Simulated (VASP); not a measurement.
Write the native input for VASP 6.6.1 that does the following.

```yaml
Task: single point
Functional: LDA
Potentials_or_basis: VASP PAW LDA potentials, release 64 (Si)
Cutoff: 520 eV
k_mesh: 8 × 8 × 8
Occupations: gaussian, width 0.02 eV
Spin: no spin polarisation
Dipole_correction: no
Further_INCAR_settings: ALGO = Normal; EDIFF = 1e-06; NBANDS = 11
```

The structure of Si lies in POSCAR:

```
Si
1.0
    0.0000000000      2.7008304894      2.7008304894
    2.7008304894      0.0000000000      2.7008304894
    2.7008304894      2.7008304894      0.0000000000
Si
2
Direct
    0.5000000000      0.5000000000      0.5000000000
    0.7500000000      0.7500000000      0.7500000000
```

The input as run:

INCAR

```
SYSTEM = Si
  PREC = Accurate
  ENCUT = 520
  EDIFF = 1E-6
  ISMEAR = 0
  SIGMA = 0.02
  LREAL = .FALSE.
  LASPH = .TRUE.
  NELM = 100
  ALGO = Normal
  ISIF = 2
  LWAVE = .FALSE.
  LCHARG = .FALSE.
  NBANDS = 11
```

KPOINTS

```
regular mesh
0
G
  8 8 8
  0 0 0
```

Potentials or basis: VASP PAW LDA potentials, release 64 (Si).

Launch:

```console
$ cat potpaw_LDA.64/Si/POTCAR > POTCAR
$ mpirun -np 1 vasp_std > vasp.out
```

It gave:

```
Pressure               : 0.1 GPa
Band gap on the k mesh : 0.49 eV (least direct gap 2.53 eV)
```

Run time: 6 s on 1 thread of Intel(R) Xeon(R) Platinum 8375C CPU @ 2.90GHz (Ice Lake), on a shared host, peak memory 0.13 GiB.
